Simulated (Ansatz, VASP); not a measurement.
One calculation of B2SbP3, two programs

File INCAR:

```
ALGO = Normal
EDIFF = 1E-6
EDIFFG = -0.01
ENCUT = 600
GGA = PE
IBRION = 2
ISIF = 3
ISMEAR = 0
LASPH = T
LCHARG = F
LREAL = F
LWAVE = F
NELM = 60
NSW = 100
PREC = Accurate
SIGMA = 0.1
```

File KPOINTS:

```
k-points
0
Gamma
  8 8 10
```

File POSCAR:

```
B2SbP3
1.0
    5.2851237655      0.0000000000      0.0000000000
    0.0000000000      5.2851237655      0.0000000000
    0.0000000000      0.0000000000      3.6951243053
B Sb P
2 1 3
Direct
    0.0000000000      0.5000000000      0.0000000000
    0.5000000000      0.0000000000      0.0000000000
    0.0000000000      0.0000000000      0.5000000000
    0.0000000000      0.5000000000      0.5000000000
    0.5000000000      0.0000000000      0.5000000000
    0.5000000000      0.5000000000      0.5000000000
```

Input for Ansatz:

```yaml
crystal:
  lattice:
    - [5.2851237655, 0.0, 0.0]
    - [0.0, 5.2851237655, 0.0]
    - [0.0, 0.0, 3.6951243053]
  atoms:
    - { symbol: B, position: [0.0, 0.5, 0.0] }
    - { symbol: B, position: [0.5, 0.0, 0.0] }
    - { symbol: Sb, position: [0.0, 0.0, 0.5] }
    - { symbol: P, position: [0.0, 0.5, 0.5] }
    - { symbol: P, position: [0.5, 0.0, 0.5] }
    - { symbol: P, position: [0.5, 0.5, 0.5] }
basis:
  ecutwfc: 420
kpoints:
  mp_grid: { grid: [8, 8, 10] }
hamiltonian:
  xc: pbe
scf:
  occupations: { method: gaussian, width: 0.1 }
output:
  forces: true
  stress: true
  eigenvalues: true
relax:
  adjacent_minimum: "off"
  f_tol: 0.01
  max_steps: 80
  cell: { stress_tol: 0.05 }
```

Alike in both runs: task relaxation of cell and atoms; functional PBE; k mesh 8 × 8 × 10; occupations gaussian, width 0.1 eV; no spin polarisation.

|  | VASP | Ansatz |
| --- | --- | --- |
| version | VASP 6.6.1 | Ansatz 0.2.0 |
| potentials or method | VASP PAW PBE potentials, release 64 (B, Sb, P), cutoff 600 eV | scalar-relativistic, plane waves, PAW |
| valence electrons in the cell | 26 | 36 |

Ansatz gave:

* gap on the k mesh at the Fermi level, each at its own relaxed structure (eV): none
* relaxed volume (Å³/atom): 17.42
* relaxed cell length with the largest relative difference (Å): 3.725

Question: Which values does VASP return?

Answer: gap on the k mesh at the Fermi level, each at its own relaxed structure (eV): none; relaxed volume (Å³/atom): 17.42; relaxed cell length with the largest relative difference (Å): 3.718.

A gap of «none» marks a metal or a gap that the smearing closes. VASP's potentials hold 26 valence electrons a cell and Ansatz's 36, so a difference there can come from the potentials and not from the codes.

Neither program's run includes spin-orbit coupling.
